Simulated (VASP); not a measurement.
# WC (Pm) in VASP: further runs

WC is run at these levels: PBE; tasks: single point.

All numbers are computed with VASP 6.6.1; they aren't measurements. Logs are shortened: lines on timing, memory, paths and dates and some standing lists are left out, and cuts for length are marked.

## (1) The cell of the first run

The structure is monoclinic, space group Pm (No. 6). Conventional cell: a = 2.901 Å, b = 2.829 Å, c = 2.901 Å, α = 90.00°, β = 120.00°, γ = 90.00°. Within 2.7 Å of W (site symmetry m) lie 6 C at 2.05 to 2.34 Å. C (site symmetry m) has 6 W at 2.05 to 2.34 Å within 2.7 Å.

## (2) Single point, PBE (atom 1 (W) moved by (-0.100, -0.200) A along x and y)

The input, INCAR:

```
SYSTEM = WC
PREC = Accurate
ENCUT = 520
EDIFF = 1E-6
ISMEAR = 0
SIGMA = 0.15
LREAL = .False.
LASPH = .True.
NELM = 80
ALGO = Normal
ISIF = 2
LWAVE = .False.
LCHARG = .True.
GGA = PE
LELF = .True.
LVHAR = .True.
NBANDS = 16
```

The input, KPOINTS:

```
regular mesh
0
Gamma
  18 18 16
  0 0 0
```

The input, POSCAR:

```
WC
1.0
    2.9005014360      0.0000000000      0.0000000000
   -1.4502507180      2.5119079273      0.0000000000
    0.0000000000      0.0000000000      2.8290000000
W C
1 1
Direct
   -0.0742871736     -0.0796207527      0.0000000000
    0.6666666667      0.3333333333      0.5000000000
```

Potentials or basis: VASP PAW PBE potentials, release 64 (W_sv, C).

Started as:

```sh
$ cat potpaw_PBE.64/W_sv/POTCAR potpaw_PBE.64/C/POTCAR > POTCAR
$ mpirun -np 1 vasp_std > vasp.out
```

OUTCAR:

```text
SYSTEM = WC
   PREC = Accurate
   ENCUT = 520
   EDIFF = 1E-6
   ISMEAR = 0
   LREAL = .False.
   LASPH = .True.
   NELM = 80
   ISIF = 2
   GGA = PE

 ion  position               nearest neighbor table
   1  0.926  0.920  0.000-   2 2.05   2 2.05   2 2.21   2 2.21   2 2.34   2 2.34
   2  0.667  0.333  0.500-   1 2.05   1 2.05   1 2.21   1 2.21   1 2.34   1 2.34

  LATTYP: Found a hexagonal cell.
 ALAT       =     2.9005014360
 C/A-ratio  =     0.9753485949

  Lattice vectors:

 A1 = (   2.9005014360,   0.0000000000,   0.0000000000)
 A2 = (  -1.4502507180,   2.5119079273,   0.0000000000)
 A3 = (   0.0000000000,   0.0000000000,   2.8290000000)

Analysis of symmetry for initial positions (statically):
=====================================================================
 Subroutine PRICEL returns:
 Original cell was already a primitive cell.

 Routine SETGRP: Setting up the symmetry group for a
 hexagonal supercell.

 Subroutine GETGRP returns: Found  2 space group operations
 (whereof  2 operations were pure point group operations)
 out of a pool of 24 trial point group operations.

The static configuration has the point symmetry C_1h.

Analysis of symmetry for dynamics (positions and initial velocities):
=====================================================================
 Subroutine PRICEL returns:
 Original cell was already a primitive cell.

 Routine SETGRP: Setting up the symmetry group for a
 hexagonal supercell.

 Subroutine GETGRP returns: Found  2 space group operations
 (whereof  2 operations were pure point group operations)
 out of a pool of 24 trial point group operations.

The dynamic configuration has the point symmetry C_1h.

 Subroutine INISYM returns: Found  2 space group operations
 (whereof  2 operations are pure point group operations),
 and found     1 'primitive' translations

----------------------------------------------------------------------------------------

                                     Primitive cell

  volume of cell :      20.6115

  direct lattice vectors                    reciprocal lattice vectors
     2.900501436  0.000000000  0.000000000     0.344767973  0.199051882  0.000000000
    -1.450250718  2.511907927  0.000000000     0.000000000  0.398103764  0.000000000
     0.000000000  0.000000000  2.829000000     0.000000000  0.000000000  0.353481796

  length of vectors
     2.900501436  2.900501436  2.829000000     0.398103764  0.398103764  0.353481796

  position of ions in fractional coordinates (direct lattice)
     0.925712826  0.920379247  0.000000000
     0.666666667  0.333333333  0.500000000

  ion indices of the primitive-cell ions
   primitive index   ion index
                 1           1
                 2           2

----------------------------------------------------------------------------------------

 KPOINTS: regular mesh

Automatic generation of k-mesh.
 Grid dimensions read from file:
 generate k-points for:   18   18   16

 Generating k-lattice:

  Cartesian coordinates                     Fractional coordinates (reciprocal lattice)
     0.019153776  0.011058438  0.000000000     0.055555556  0.000000000  0.000000000
     0.000000000  0.022116876  0.000000000     0.000000000  0.055555556  0.000000000
     0.000000000  0.000000000  0.022092612     0.000000000  0.000000000  0.062500000

  Length of vectors
     0.022116876  0.022116876  0.022092612

  Shift w.r.t. Gamma in fractional coordinates (k-lattice)
     0.000000000  0.000000000  0.000000000

 Subroutine IBZKPT returns following result:
 ===========================================

 Found   1476 irreducible k-points:

 Following reciprocal coordinates:
            Coordinates               Weight
  0.000000  0.000000  0.000000      1.000000
  0.055556  0.000000  0.000000      2.000000
  0.000000  0.055556  0.000000      2.000000
 -0.055556  0.055556  0.000000      2.000000
  0.111111  0.000000  0.000000      2.000000
  0.000000  0.111111  0.000000      2.000000
[... 16 lines left out ...]
  0.444444 -0.000000  0.000000      2.000000
  0.000000  0.444444  0.000000      2.000000
 [... further k-points ...]
   k-points           NKPTS =   1476   k-points in BZ     NKDIM =   1476   number of bands    NBANDS=     16
   number of dos      NEDOS =    301   number of ions     NIONS =      2
   total plane-waves  NPLWV =  13824
   dimension x,y,z NGX =    24 NGY =   24 NGZ =   24
   dimension x,y,z NGXF=    48 NGYF=   48 NGZF=   48
   ions per type =               1   1
   NGX,Y,Z   is equivalent  to a cutoff of  13.76, 13.76, 14.10 a.u.
   NGXF,Y,Z  is equivalent  to a cutoff of  27.51, 27.51, 28.21 a.u.
 SYSTEM =  WC
   PREC   = accura    normal or accurate (medium, high low for compatibility)
   ISTART =      0    job   : 0-new  1-cont  2-samecut
   ICHARG =      2    charge: 1-file 2-atom 10-const
   ISPIN  =      1    spin polarized calculation?
   LNONCOLLINEAR =      F non collinear calculations
   LSORBIT =      F    spin-orbit coupling
[... 114 lines left out ...]
      6       6.6652      2.00000
[... 8 lines left out ...]
     15      24.3712      0.00000
     16      28.3003      0.00000

 k-point     6 :       0.0000    0.1111    0.0000
  band No.  band energies     occupation
      1     -62.7550      2.00000
      2     -26.7699      2.00000
      3     -26.7495      2.00000
      4     -26.6806      2.00000
      5      -2.9995      2.00000
      6       6.5125      2.00000
[... 8 lines left out ...]
     15      25.5783      0.00000
     16      27.5899      0.00000

 k-point     7 :      -0.1111    0.1111    0.0000
  band No.  band energies     occupation
      1     -62.7551      2.00000
      2     -26.7705      2.00000
      3     -26.7613      2.00000
      4     -26.6665      2.00000
      5      -3.0192      2.00000
      6       6.6172      2.00000
[... 8 lines left out ...]
     15      24.8928      0.00000
     16      27.5032      0.00000

 k-point     8 :       0.1667    0.0000    0.0000
  band No.  band energies     occupation
      1     -62.7472      2.00000
      2     -26.8629      2.00000
      3     -26.7570      2.00000
      4     -26.7004      2.00000
      5      -2.6991      2.00000
      6       6.4632      2.00000
[... 8 lines left out ...]
     15      23.9847      0.00000
     16      29.0934      0.00000

 k-point     9 :       0.0000    0.1667    0.0000
  band No.  band energies     occupation
      1     -62.7470      2.00000
      2     -26.8665      2.00000
      3     -26.7539      2.00000
      4     -26.7075      2.00000
      5      -2.5922      2.00000
      6       6.2559      2.00000
[... 8 lines left out ...]
     15      25.7689      0.00000
     16      28.3941      0.00000
[... 172 lines left out ...]
 k-point    19 :      -0.3333    0.3333    0.0000
  band No.  band energies     occupation
      1     -62.7169      2.00000
      2     -27.2922      2.00000
      3     -26.7905      2.00000
      4     -26.6974      2.00000
      5      -1.0004      2.00000
      6       4.8525      2.00000
[... 8 lines left out ...]
     15      25.5022      0.00000
     16      27.7436      0.00000

 k-point    20 :       0.3889   -0.0000    0.0000
  band No.  band energies     occupation
      1     -62.7094      2.00000
      2     -27.3740      2.00000
      3     -26.8221      2.00000
      4     -26.6883      2.00000
      5      -0.8556      2.00000
      6       4.8411      2.00000
[... 8 lines left out ...]
     15      24.9698      0.00000
     16      27.8625      0.00000

 k-point    21 :       0.0000    0.3889    0.0000
  band No.  band energies     occupation
      1     -62.7086      2.00000
      2     -27.3987      2.00000
      3     -26.8323      2.00000
      4     -26.6770      2.00000
      5      -0.1206      2.00000
      6       4.0262      2.00000
[... 8 lines left out ...]
     15      25.3379      0.00000
     16      28.7575      0.00000

 k-point    22 :      -0.3889    0.3889    0.0000
  band No.  band energies     occupation
      1     -62.7089      2.00000
      2     -27.3988      2.00000
      3     -26.8162      2.00000
      4     -26.6819      2.00000
      5      -0.4659      2.00000
      6       4.4588      2.00000
[... 8 lines left out ...]
     15      24.7665      0.00000
     16      27.7663      0.00000

 k-point    23 :       0.4444   -0.0000    0.0000
  band No.  band energies     occupation
      1     -62.7042      2.00000
      2     -27.4413      2.00000
      3     -26.8386      2.00000
      4     -26.6788      2.00000
      5      -0.5641      2.00000
      6       4.6902      2.00000
[... 8 lines left out ...]
     15      24.1325      0.00000
     16      28.0964      0.00000

 k-point    24 :       0.0000    0.4444    0.0000
  band No.  band energies     occupation
      1     -62.7032      2.00000
      2     -27.4687      2.00000
      3     -26.8492      2.00000
      4     -26.6664      2.00000
      5       0.4077      2.00000
      6       3.5852      2.00000
[... 8 lines left out ...]
     15      24.2566      0.00000
     16      29.4342      0.00000

 [... further k-points ...]

------------------------ aborting loop because EDIFF is reached ----------------------------------------

  FORCE on cell =-STRESS in cart. coord.  units (eV):
  Direction    XX          YY          ZZ          XY          YZ          ZX
  --------------------------------------------------------------------------------------
  -------------------------------------------------------------------------------------
  Total        0.7755822      3.0297281      2.9991525     -0.5409612      0.0000000      0.0000000
  in kB       60.2876958    235.5073629    233.1306533    -42.0500917      0.0000000      0.0000000
  external PRESSURE =     176.3085706 kB  Pullay stress =       0.0000000 kB

 VOLUME and BASIS-vectors are now :
 -----------------------------------------------------------------------------
  energy-cutoff  :      520.00
  volume of cell :       20.61
      direct lattice vectors                 reciprocal lattice vectors
     2.900501436  0.000000000  0.000000000     0.344767973  0.199051882  0.000000000
    -1.450250718  2.511907927  0.000000000     0.000000000  0.398103764  0.000000000
     0.000000000  0.000000000  2.829000000     0.000000000  0.000000000  0.353481796

 POSITION                                       TOTAL-FORCE (eV/Angst)
 -----------------------------------------------------------------------------------
      1.35025      2.31191      0.00000         1.118221      3.440408      0.000000
      1.45025      0.83730      1.41450        -1.118221     -3.440408      0.000000
 -----------------------------------------------------------------------------------
    total drift:                                0.000099     -0.000116     -0.000000

  FREE ENERGIE OF THE ION-ELECTRON SYSTEM (eV)
  ---------------------------------------------------
  free  energy   TOTEN  =       -22.0317279437 eV

  energy  without entropy=      -22.0285145913  energy(sigma->0) =      -22.03012127
```

Run time: 4.4 min. Hardware: 1 thread of Intel Xeon Platinum 8259CL at 2.50GHz (Skylake/Cascade Lake), shared host; peak memory 0.56 GiB.

Results:

```yaml
Free_energy: -22.0317 eV
Pressure: 17.6 GPa
Largest_force: 3.618 eV/Å
Band_gap_on_the_k_mesh: zero (band 9 reaches 12.19 eV, above the bottom of band 10 at 10.62 eV)
```

Forces in eV/Å, atoms in the order of the input:
```
W    1.118  3.440  0.000
C   -1.118 -3.440  0.000
```

Stress tensor (GPa, compression positive):
```
 6.03 -4.21  0.00
-4.21 23.55  0.00
 0.00  0.00 23.31
```

Levels at points of the mesh, in eV from the Fermi level:
| k point | band 6 | band 7 | band 8 | band 9 | band 10 | band 11 | band 12 | band 13 |
| --- | --- | --- | --- | --- | --- | --- | --- | --- |
| (0.00, 0.00, 0.00) | -4.81 | -3.68 | -2.93 | -0.41 | 3.04 | 3.43 | 3.68 | 5.59 |
| (0.50, 0.00, 0.00) | -6.71 | -4.15 | -3.27 | -0.44 | 1.90 | 4.58 | 5.14 | 5.50 |
| (0.00, 0.50, 0.00) | -7.95 | -4.54 | -3.98 | -0.23 | 2.32 | 4.06 | 4.78 | 8.60 |
| (0.50, 0.50, 0.00) | -7.26 | -4.52 | -4.04 | 0.32 | 2.05 | 4.31 | 5.05 | 7.32 |
| (0.00, 0.00, 0.50) | -8.84 | -3.46 | -0.97 | -0.70 | -0.64 | 2.27 | 3.65 | 6.48 |
| (0.50, 0.00, 0.50) | -7.10 | -5.28 | -4.71 | 0.84 | 4.30 | 5.12 | 6.08 | 9.21 |
| (0.00, 0.50, 0.50) | -6.11 | -4.13 | -3.81 | -0.53 | 4.36 | 5.21 | 6.19 | 8.81 |
| (0.50, 0.50, 0.50) | -6.50 | -4.74 | -3.90 | -0.02 | 4.29 | 5.08 | 5.16 | 9.40 |

Caveat: the cell differs from its parent crystal (atom 1 (W) moved by (-0.100, -0.200) A along x and y); spin-orbit coupling is left out, which moves the levels of the heavy elements; forces of over 1 eV/Å act on the atoms, so gaps and moduli don't describe the material at rest.

## (3) Single point, PBE (atom 1 (W) moved by (-0.100, +0.200) A along x and y)

The input, INCAR:

```
ALGO = Normal
EDIFF = 1E-6
ENCUT = 520
GGA = PE
ISIF = 2
ISMEAR = 0
LASPH = T
LCHARG = F
LREAL = F
LWAVE = F
NBANDS = 16
NELM = 60
PREC = Accurate
SIGMA = 0.15
```

The input, KPOINTS:

```
k-points
0
Gamma
  18 18 16
```

POSCAR, as its differences from that of step 2:

```diff
@@ -8,3 +8,3 @@
 Direct
-   -0.0742871736     -0.0796207527      0.0000000000
+    0.0053335791      0.0796207527      0.0000000000
     0.6666666667      0.3333333333      0.5000000000
```

Potentials or basis: VASP PAW PBE potentials, release 64 (W_sv, C).

Started as:

```sh
$ cat potpaw_PBE.64/W_sv/POTCAR potpaw_PBE.64/C/POTCAR > POTCAR
$ mpirun -np 1 vasp_std > vasp.out
```

It took 4.9 min on 1 thread of Intel Xeon Platinum 8259CL at 2.50GHz (Skylake/Cascade Lake), shared host; peak memory 0.56 GiB.

Results (log left out):

```yaml
Free_energy: -22.0462 eV
Pressure: 17.3 GPa
Largest_force: 3.428 eV/Å
Band_gap_on_the_k_mesh: zero (band 9 reaches 12.27 eV, above the bottom of band 10 at 10.64 eV)
```

Forces on the atoms (eV/Å):
```
W    1.987 -2.794  0.000
C   -1.987  2.794  0.000
```

Stress tensor (GPa, compression positive):
```
23.01 -4.42  0.00
-4.42  6.12  0.00
 0.00  0.00 22.64
```

Levels at points of the mesh, in eV from the Fermi level:
```tsv
k point	band 5	band 6	band 7	band 8	band 9	band 10	band 11	band 12	band 13	band 14
(0.00, 0.00, 0.00)	-14.71	-4.78	-3.65	-2.99	-0.37	2.96	3.44	3.74	5.30	8.01
(0.50, 0.00, 0.00)	-11.21	-7.35	-4.52	-4.12	0.33	2.08	4.24	5.02	7.51	9.44
(0.00, 0.50, 0.00)	-11.87	-6.68	-4.07	-3.20	-0.58	1.91	4.58	5.13	5.29	9.73
(0.50, 0.50, 0.00)	-10.76	-7.92	-4.52	-4.06	-0.15	2.30	4.03	4.80	8.52	9.44
(0.00, 0.00, 0.50)	-10.62	-8.86	-3.50	-1.00	-0.69	-0.63	2.26	3.66	6.52	10.10
(0.50, 0.00, 0.50)	-11.69	-6.44	-4.65	-3.86	-0.14	4.28	5.03	5.16	9.41	9.94
(0.00, 0.50, 0.50)	-10.95	-7.17	-5.30	-4.84	0.91	4.29	5.11	6.19	9.16	9.76
(0.50, 0.50, 0.50)	-12.03	-6.13	-4.15	-3.82	-0.53	4.34	5.20	5.96	8.95	10.35
```

Caveat: the cell differs from its parent crystal (atom 1 (W) moved by (-0.100, +0.200) A along x and y); spin-orbit coupling is left out, which moves the levels of the heavy elements; forces of over 1 eV/Å act on the atoms, so gaps and moduli don't describe the material at rest.

## (4) Single point, PBE (atom 1 (W) moved by (-0.100, -0.100) A along x and y)

The input, INCAR:

```
ALGO     = Normal         # electronic algorithm
EDIFF    = 1E-7           # SCF threshold, eV
ENCUT    = 520            # plane-wave cutoff, eV
GGA      = PE             # functional
ISIF     = 2              # what is computed and relaxed
ISMEAR   = 0              # smearing method
LASPH    = True           # aspherical terms in the spheres
LCHARG   = False          # write CHGCAR
LREAL    = False          # projectors in reciprocal space
LWAVE    = False          # write WAVECAR
NBANDS   = 16             # bands
NELM     = 100            # most SCF steps
PREC     = Accurate       # precision mode
SIGMA    = 0.15           # smearing width, eV
```

KPOINTS is that of step 3.

POSCAR, as its differences from that of step 3:

```diff
@@ -8,3 +8,3 @@
 Direct
-    0.0053335791      0.0796207527      0.0000000000
+   -0.0543819855     -0.0398103764      0.0000000000
     0.6666666667      0.3333333333      0.5000000000
```

Started as:

```sh
$ cat potpaw_PBE.64/W_sv/POTCAR potpaw_PBE.64/C/POTCAR > POTCAR
$ mpirun -np 1 vasp_std > vasp.out
```

Run time: 5.3 min. Hardware: 1 thread of Intel Xeon Platinum 8259CL at 2.50GHz (Skylake/Cascade Lake), shared host; peak memory 0.56 GiB.

The run converged. Its results:

| Property | Result |
| --- | --- |
| Free energy | -22.2828 eV |
| Pressure | 12.6 GPa |
| Largest force | 2.113 eV/Å |
| Band gap on the k mesh | zero (band 9 reaches 12.02 eV, above the bottom of band 10 at 10.65 eV) |

Forces on the atoms (eV/Å):
```
W    1.380  1.601  0.000
C   -1.380 -1.601  0.000
```

Stress tensor (GPa, compression positive):
```
 7.10 -4.26  0.00
-4.26 15.76  0.00
 0.00  0.00 14.93
```

Levels at points of the mesh, in eV from the Fermi level:
```tsv
k point	band 6	band 7	band 8	band 9	band 10	band 11	band 12	band 13
(0.00, 0.00, 0.00)	-4.51	-3.48	-3.17	-0.06	3.05	3.44	4.65	5.40
(0.50, 0.00, 0.00)	-6.71	-3.73	-3.23	-0.64	2.17	4.66	5.11	5.74
(0.00, 0.50, 0.00)	-7.47	-4.08	-3.84	-0.20	2.37	4.31	4.87	7.83
(0.50, 0.50, 0.00)	-7.27	-3.98	-3.92	-0.08	2.30	4.38	4.96	7.41
(0.00, 0.00, 0.50)	-8.75	-2.96	-1.10	-0.78	-0.59	3.13	3.72	5.90
(0.50, 0.00, 0.50)	-6.91	-4.84	-4.67	0.78	4.41	5.27	6.51	9.61
(0.00, 0.50, 0.50)	-6.25	-4.22	-3.88	-0.14	4.43	5.32	6.28	9.10
(0.50, 0.50, 0.50)	-6.38	-4.41	-3.94	0.03	4.42	5.31	5.96	9.36
```

Caveat: the cell differs from its parent crystal (atom 1 (W) moved by (-0.100, -0.100) A along x and y); spin-orbit coupling is left out, which moves the levels of the heavy elements; forces of over 1 eV/Å act on the atoms, so gaps and moduli don't describe the material at rest.
